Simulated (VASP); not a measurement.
# W in VASP: further runs

The runs below take W through single point, with PBE+D3(BJ).

All numbers are computed with VASP 6.6.1; they aren't measurements. Logs are shortened: lines on timing, memory, paths and dates and some standing lists are left out, and cuts for length are marked.

## (1) The cell of the first run

The cell holds a slab with vacuum, 12 atoms: a = 5.472 Å, b = 5.472 Å, c = 20.468 Å, α = 90.00°, β = 90.00°, γ = 109.47°.

## (2) Single point, PBE+D3(BJ)

Input file INCAR:

```
SYSTEM = W
PREC = Accurate
ENCUT = 520
EDIFF = 1E-6
ISMEAR = 0
SIGMA = 0.1
LREAL = .FALSE.
LASPH = .TRUE.
NELM = 60
ALGO = Normal
ISIF = 2
LWAVE = .FALSE.
LCHARG = .FALSE.
LDIPOL = .TRUE.
IDIPOL = 3
DIPOL = 0.5 0.5 0.498
GGA = PE
IVDW = 12
NBANDS = 96
```

Input file KPOINTS:

```
regular mesh
0
G
  4 4 1
  0 0 0
```

Input file POSCAR:

```
W
1.0
    5.4721979593      0.0000000000      0.0000000000
   -1.8240659864      5.1592377134      0.0000000000
    0.0000000000      0.0000000000     20.4680309240
W
12
Direct
    0.2500000000      0.2500000000      0.3908534255
    0.2500000000      0.7500000000      0.3908534255
    0.7500000000      0.2500000000      0.3908534255
    0.7500000000      0.7500000000      0.3908534255
    0.5000000000      0.5000000000      0.4976272379
    0.5000000000      0.0000000000      0.4976272379
    0.0000000000      0.5000000000      0.4976272379
    0.0000000000      0.0000000000      0.4976272379
    0.7500000000      0.7500000000      0.6043678905
    0.7500000000      0.2500000000      0.6043678905
    0.2500000000      0.7500000000      0.6043678905
    0.2500000000      0.2500000000      0.6043678905
```

Potentials or basis: VASP PAW PBE potentials, release 64 (W_sv).

Run with:

```bash
$ cat potpaw_PBE.64/W_sv/POTCAR > POTCAR
$ mpirun -np 1 vasp_std > vasp.out
```

OUTCAR:

```text
SYSTEM = W
   PREC = Accurate
   ENCUT = 520
   EDIFF = 1E-6
   ISMEAR = 0
   LREAL = .FALSE.
   LASPH = .TRUE.
   NELM = 60
   ISIF = 2
   GGA = PE
   IVDW = 12
 IVDW          = 12

 ion  position               nearest neighbor table
   1  0.250  0.250  0.391-   5 2.70   8 2.70   3 2.74   3 2.74   2 2.74   2 2.74   7 3.13   6 3.13
                             4 3.16   4 3.16
   2  0.250  0.750  0.391-   6 2.70   7 2.70   4 2.74   4 2.74   1 2.74   1 2.74   5 3.13   8 3.13
                             3 3.16   3 3.16
   3  0.750  0.250  0.391-   6 2.70   7 2.70   1 2.74   1 2.74   4 2.74   4 2.74   5 3.13   8 3.13
                             2 3.16   2 3.16
   4  0.750  0.750  0.391-   5 2.70   8 2.70   2 2.74   2 2.74   3 2.74   3 2.74   7 3.13   6 3.13
                             1 3.16   1 3.16
   5  0.500  0.500  0.498-   9 2.70  12 2.70   1 2.70   4 2.70   7 2.74   7 2.74   6 2.74   6 2.74
                            11 3.12  10 3.12   3 3.13   2 3.13   8 3.16   8 3.16
   6  0.500  0.000  0.498-  10 2.70  11 2.70   2 2.70   3 2.70   8 2.74   8 2.74   5 2.74   5 2.74
                             9 3.12  12 3.12   1 3.13   4 3.13   7 3.16   7 3.16
   7  0.000  0.500  0.498-  10 2.70  11 2.70   2 2.70   3 2.70   5 2.74   5 2.74   8 2.74   8 2.74
                             9 3.12  12 3.12   1 3.13   4 3.13   6 3.16   6 3.16
   8  0.000  0.000  0.498-   9 2.70  12 2.70   1 2.70   4 2.70   6 2.74   6 2.74   7 2.74   7 2.74
                            11 3.12  10 3.12   3 3.13   2 3.13   5 3.16   5 3.16
   9  0.750  0.750  0.604-   5 2.70   8 2.70  11 2.74  11 2.74  10 2.74  10 2.74   7 3.12   6 3.12
[... 15 lines left out ...]
 A1 = (   5.4721979593,   0.0000000000,   0.0000000000)
 A2 = (  -1.8240659864,   5.1592377134,   0.0000000000)
 A3 = (   0.0000000000,   0.0000000000,  20.4680309240)

Analysis of symmetry for initial positions (statically):
=====================================================================
 Subroutine PRICEL returns following result:

  LATTYP: Found a base centered orthorhombic cell.
 ALAT       =     3.1593749649
 B/A-ratio  =     1.4142135624
 C/A-ratio  =     6.4785063981

  Lattice vectors:

 A1 = (   2.7360989796,   0.0000000000,   0.0000000000)
 A2 = (  -0.9120329932,   2.5796188567,   0.0000000000)
 A3 = (   0.0000000000,   0.0000000000,  20.4680309240)

   4 primitive cells build up your supercell.

 Routine SETGRP: Setting up the symmetry group for a
 base centered orthorhombic supercell.

 Subroutine GETGRP returns: Found  4 space group operations
 (whereof  4 operations were pure point group operations)
 out of a pool of  8 trial point group operations.

The static configuration has the point symmetry C_2v.

Analysis of symmetry for dynamics (positions and initial velocities):
=====================================================================
 Subroutine PRICEL returns following result:

  LATTYP: Found a base centered orthorhombic cell.
 ALAT       =     3.1593749649
 B/A-ratio  =     1.4142135624
 C/A-ratio  =     6.4785063981

  Lattice vectors:

 A1 = (   2.7360989796,   0.0000000000,   0.0000000000)
 A2 = (  -0.9120329932,   2.5796188567,   0.0000000000)
 A3 = (   0.0000000000,   0.0000000000,  20.4680309240)

   4 primitive cells build up your supercell.

 Routine SETGRP: Setting up the symmetry group for a
 base centered orthorhombic supercell.

 Subroutine GETGRP returns: Found  4 space group operations
 (whereof  4 operations were pure point group operations)
 out of a pool of  8 trial point group operations.

The dynamic configuration has the point symmetry C_2v.

 Subroutine INISYM returns: Found  4 space group operations
 (whereof  4 operations are pure point group operations),
 and found     4 'primitive' translations

----------------------------------------------------------------------------------------

                                     Primitive cell

  volume of cell :     144.4653

  direct lattice vectors                    reciprocal lattice vectors
     2.736098980  0.000000000  0.000000000     0.365483854  0.129218056  0.000000000
    -0.912032993  2.579618857  0.000000000     0.000000000  0.387654167  0.000000000
[... 28 lines left out ...]
     0.000000000  0.048456771  0.000000000     0.000000000  0.250000000  0.000000000
     0.000000000  0.000000000  0.048856678     0.000000000  0.000000000  1.000000000

  Length of vectors
     0.048456771  0.048456771  0.048856678

  Shift w.r.t. Gamma in fractional coordinates (k-lattice)
     0.000000000  0.000000000  0.000000000

 Subroutine IBZKPT returns following result:
 ===========================================

 Found      7 irreducible k-points:

 Following reciprocal coordinates:
            Coordinates               Weight
  0.000000  0.000000  0.000000      1.000000
  0.250000  0.000000  0.000000      4.000000
  0.500000  0.000000  0.000000      2.000000
  0.250000  0.250000  0.000000      2.000000
  0.500000  0.250000  0.000000      4.000000
 -0.250000  0.250000  0.000000      2.000000
  0.500000  0.500000  0.000000      1.000000
   k-points           NKPTS =      7   k-points in BZ     NKDIM =      7   number of bands    NBANDS=     96
   number of dos      NEDOS =    301   number of ions     NIONS =     12
   total plane-waves  NPLWV = 282240
   dimension x,y,z NGX =    42 NGY =   42 NGZ =  160
   dimension x,y,z NGXF=    84 NGYF=   84 NGZF=  320
   ions per type =              12
   NGX,Y,Z   is equivalent  to a cutoff of  12.76, 12.76, 13.00 a.u.
   NGXF,Y,Z  is equivalent  to a cutoff of  25.52, 25.52, 25.99 a.u.
 SYSTEM =  W
   PREC   = accura    normal or accurate (medium, high low for compatibility)
   ISTART =      0    job   : 0-new  1-cont  2-samecut
   ICHARG =      2    charge: 1-file 2-atom 10-const
   ISPIN  =      1    spin polarized calculation?
   LNONCOLLINEAR =      F non collinear calculations
   LSORBIT =      F    spin-orbit coupling
   LASPH  =      T    aspherical Exc in radial PAW
   ENCUT  =  520.0 eV  38.22 Ry    6.18 a.u.  10.17 10.17 38.06*2*pi/ulx,y,z
   NELM   =     60;   NELMIN=  2; NELMDL= -5     # of ELM steps
   EDIFF  = 0.1E-05   stopping-criterion for ELM
   LREAL  =      F    real-space projection
   EDIFFG = 0.1E-04   stopping-criterion for IOM
   NSW    =      0    number of steps for IOM
   IBRION =     -1    ionic relax: 0-MD 1-quasi-New 2-CG
   NFREE  =      0    steps in history (QN), initial steepest desc. (CG)
   ISIF   =      2    stress and relaxation
   ISYM   =      2    0-nonsym 1-usesym 2-fastsym
   POTIM  = 0.5000    time-step for ionic-motion
   TEBEG  =    0.0;   TEEND  =   0.0 temperature during run
   PSTRESS=    0.0 pullay stress
   NELECT =     168.0000    total number of electrons
   NUPDOWN=      -1.0000    fix difference up-down
   EMIN   =  10.00;   EMAX   =-10.00  energy-range for DOS
   EFERMI =   0.00;   METHOD = LEGACY
   ISMEAR =     0;   SIGMA  =   0.10  broadening in eV -4-tet -1-fermi 0-gaus
   EFERMI_NEDOS =   21; number of points for ismear=-14 and -15
   IALGO  =     38    algorithm
   IMIX   =      4    mixing-type and parameters
     AMIX     =   0.40;   BMIX     =  1.00
     AMIX_MAG =   1.60;   BMIX_MAG =  1.00
  volume/ion in A,a.u.               =      48.16       324.97
  Fermi-wavevector in a.u.,A,eV,Ry     =   1.084518  2.049442 16.002893  1.176179
  Thomas-Fermi vector in A             =   2.220610
   LORBIT       =      0    0 simple, 1 ext, 2 COOP (PROOUT), +10 PAW based schemes
   GGA     = PE    functional components
   LHFCALC =     F    Hartree Fock is set to
   AEXX    =    0.0000 exact exchange contribution
   IVDW    =    12    specifies the selected vdW correction
   LEPSILON=     F    determine dielectric tensor
   LRPA    =     F    only Hartree local field effects (RPA)
 non-spin polarized calculation
 Gauss-broadening in eV      SIGMA  =   0.10
  energy-cutoff  :      520.00
  volume of cell :      577.86
 maximum number of plane-waves:     15577
 NGX is ok and might be reduce to    42
   NGX = 21   NGY = 21   NGZ = 77

 dipolmoment           0.000000      0.000000      0.000174 electrons x Angstroem

 number of electron     168.0000041 magnetization

 dipolmoment           0.000000      0.000000     -0.000132 electrons x Angstroem

 Free energy of the ion-electron system (eV)
  ---------------------------------------------------
  ext. energy  EPLUGINS =         0.00000000
  ---------------------------------------------------
  free energy    TOTEN  =      -143.68732535 eV

  energy without entropy =     -143.62122552  energy(sigma->0) =     -143.65427543

 E-fermi :   0.5717     XC(G=0):  -5.5004

 val. band max:        0.5647899729   @ k =   0.0000   0.0000   0.0000
 cond. band min:       0.6211785018   @ k =   0.0000   0.0000   0.0000
 fundamental gap:      0.0563885289
 Fermi energy:         0.5717314885

 k-point     1 :       0.0000    0.0000    0.0000
  band No.  band energies     occupation
      1     -73.5202      2.00000
      2     -73.4297      2.00000
      3     -73.4297      2.00000
      4     -73.3909      2.00000
      5     -73.3594      2.00000
      6     -73.3383      2.00000
[... 682 lines left out ...]
     95       1.6151      0.00000
     96       1.6152      0.00000

------------------------ aborting loop because EDIFF is reached ----------------------------------------

 vacuum level on the upper side and lower side of the slab       (xc-potential included)        -0.134        -0.133

 Edisp (eV)   -5.29153

 E8    (eV) :    -2.8352

  FORCE on cell =-STRESS in cart. coord.  units (eV):
  Direction    XX          YY          ZZ          XY          YZ          ZX
  --------------------------------------------------------------------------------------
  -------------------------------------------------------------------------------------
  Total     -12.31361   -14.43434     0.12433    -2.99917     0.00000     0.00000
  in kB     -34.14070   -40.02065     0.34472    -8.31550     0.00000     0.00000
  external pressure =      -24.61 kB  Pullay stress =        0.00 kB

 VOLUME and BASIS-vectors are now :
 -----------------------------------------------------------------------------
  energy-cutoff  :      520.00
  volume of cell :      577.86
      direct lattice vectors                 reciprocal lattice vectors
     5.472197959  0.000000000  0.000000000     0.182741927  0.064609028  0.000000000
    -1.824065986  5.159237713  0.000000000     0.000000000  0.193827084  0.000000000
     0.000000000  0.000000000 20.468030924     0.000000000  0.000000000  0.048856678

 POSITION                                       TOTAL-FORCE (eV/Angst)
 -----------------------------------------------------------------------------------
      0.91203      1.28981      8.00000        -0.000000      0.000000     -0.016151
      0.00000      3.86943      8.00000         0.000000     -0.000000     -0.016151
      3.64813      1.28981      8.00000        -0.000000      0.000000     -0.016151
      2.73610      3.86943      8.00000         0.000000     -0.000000     -0.016151
      1.82407      2.57962     10.18545         0.000000     -0.000000     -0.005896
      2.73610      0.00000     10.18545        -0.000000     -0.000000     -0.005896
     -0.91203      2.57962     10.18545        -0.000000     -0.000000     -0.005896
      0.00000      0.00000     10.18545        -0.000000     -0.000000     -0.005896
      2.73610      3.86943     12.37022         0.000000      0.000000      0.022047
      3.64813      1.28981     12.37022        -0.000000      0.000000      0.022047
      0.00000      3.86943     12.37022         0.000000     -0.000000      0.022047
      0.91203      1.28981     12.37022         0.000000     -0.000000      0.022047
 -----------------------------------------------------------------------------------
    total drift:                                0.000000      0.000000      0.001305

  FREE ENERGIE OF THE ION-ELECTRON SYSTEM (eV)
  ---------------------------------------------------
  free  energy   TOTEN  =      -148.9788578241 eV

  energy  without entropy=     -148.9127579999  energy(sigma->0) =     -148.94580791

 vacuum level on the upper side and lower side of the slab         5.302         5.304
```

Run time: 11 min. Hardware: 1 thread of Intel Xeon Platinum 8488C (Sapphire Rapids), shared host; peak memory 0.71 GiB.

Results:

- Free energy: -148.9789 eV
- Largest force: 0.022 eV/Å
- Band gap on the k mesh: zero (bands 84 and 85 overlap by 1.27 eV)
- Dispersion energy per atom: -0.441 eV

Forces in eV/Å, atoms in the order of the input:
```
W    0.000  0.000 -0.016
W    0.000  0.000 -0.016
W    0.000  0.000 -0.016
W    0.000  0.000 -0.016
W    0.000  0.000 -0.006
W    0.000  0.000 -0.006
W    0.000  0.000 -0.006
W    0.000  0.000 -0.006
W    0.000  0.000  0.022
W    0.000  0.000  0.022
W    0.000  0.000  0.022
W    0.000  0.000  0.022
```

Levels at points of the mesh, in eV from the Fermi level:
| k point | band 80 | band 81 | band 82 | band 83 | band 84 | band 85 | band 86 | band 87 | band 88 | band 89 |
| --- | --- | --- | --- | --- | --- | --- | --- | --- | --- | --- |
| (0.00, 0.00, 0.00) | 0.05 | 0.05 | 0.38 | 0.72 | 0.75 | 1.47 | 1.47 | 1.57 | 1.58 | 1.58 |
| (0.50, 0.00, 0.00) | -1.10 | -0.80 | -0.80 | -0.72 | -0.72 | 0.33 | 0.33 | 0.60 | 0.60 | 0.69 |
| (0.50, 0.50, 0.00) | -0.95 | -0.91 | -0.91 | -0.58 | -0.58 | -0.52 | -0.52 | -0.12 | -0.12 | 0.55 |

Caveat: spin-orbit coupling is left out, which moves the levels of the heavy elements.

## (3) Single point, PBE+D3(BJ)

This run uses another cell than the first one.

Input file INCAR:

```
ALGO = Normal
DIPOL = 0.5 0.5 0.453
EDIFF = 1E-6
ENCUT = 400
GGA = PE
GGA_COMPAT = F
IDIPOL = 3
ISIF = 2
ISMEAR = 0
IVDW = 12
LASPH = T
LCHARG = T
LDIPOL = T
LELF = T
LREAL = F
LVACPOTAV = T
LVHAR = T
LWAVE = F
NBANDS = 96
NELM = 120
NELMDL = -8
PREC = Accurate
SIGMA = 0.1
```

Input file KPOINTS:

```
k-points
0
Gamma
  4 4 1
```

Input file POSCAR:

```
W
1.0
    5.4721979736      0.0000000000      0.0000000000
   -1.8240659912      5.1592377269      0.0000000000
    0.0000000000      0.0000000000     22.4680309356
W
12
Direct
    0.2500000000      0.2500000000      0.3560614645
    0.2500000000      0.7500000000      0.3560614645
    0.7500000000      0.2500000000      0.3560614645
    0.7500000000      0.7500000000      0.3560614645
    0.5014552864      0.4984383313      0.4529325027
    0.5031591192     -0.0024351388      0.4523341227
    0.0002813974      0.5003527367      0.4529485218
   -0.0000815301     -0.0013368000      0.4535505348
    0.7415092952      0.7482273132      0.5526124185
    0.7560725216      0.2511041003      0.5519966655
    0.2556164712      0.7441278933      0.5511916678
    0.2623017634      0.2460789875      0.5487195366
```

Potentials or basis: VASP PAW PBE potentials, release 64 (W_sv).

Run with:

```bash
$ cat potpaw_PBE.64/W_sv/POTCAR > POTCAR
$ mpirun -np 1 vasp_std > vasp.out
```

It took 13 min on 1 thread of Intel Xeon Platinum 8488C (Sapphire Rapids), shared host; peak memory 0.6 GiB.

Results (log left out):

* Free energy: -148.8877 eV
* Largest force: 0.932 eV/Å
* Band gap on the k mesh: zero (bands 84 and 85 overlap by 1.28 eV)
* Dispersion energy per atom: -0.440 eV

Forces on the atoms (eV/Å):
```
W   -0.026 -0.074 -0.006
W    0.003  0.009 -0.067
W    0.056  0.013 -0.105
W    0.066 -0.019 -0.154
W    0.056  0.008  0.122
W   -0.130  0.077  0.416
W    0.046 -0.035  0.294
W    0.125 -0.057  0.055
W    0.755  0.161 -0.523
W    0.124 -0.066 -0.358
W   -0.490  0.134 -0.166
W   -0.586 -0.151  0.494
```

Levels at points of the mesh, in eV from the Fermi level:
| k point | band 80 | band 81 | band 82 | band 83 | band 84 | band 85 | band 86 | band 87 | band 88 | band 89 |
| --- | --- | --- | --- | --- | --- | --- | --- | --- | --- | --- |
| (0.00, 0.00, 0.00) | 0.05 | 0.06 | 0.37 | 0.69 | 0.75 | 1.46 | 1.47 | 1.53 | 1.56 | 1.58 |
| (0.50, 0.00, 0.00) | -1.08 | -0.90 | -0.79 | -0.75 | -0.58 | 0.25 | 0.35 | 0.50 | 0.60 | 0.73 |
| (0.00, 0.50, 0.00) | -1.04 | -0.82 | -0.79 | -0.74 | -0.66 | 0.29 | 0.35 | 0.54 | 0.63 | 0.67 |
| (0.50, 0.50, 0.00) | -0.94 | -0.91 | -0.84 | -0.60 | -0.56 | -0.54 | -0.49 | -0.12 | -0.11 | 0.52 |

Caveat: spin-orbit coupling is left out, which moves the levels of the heavy elements.

The gap in the log of VASP goes by the Fermi energy; the results here count the filled bands.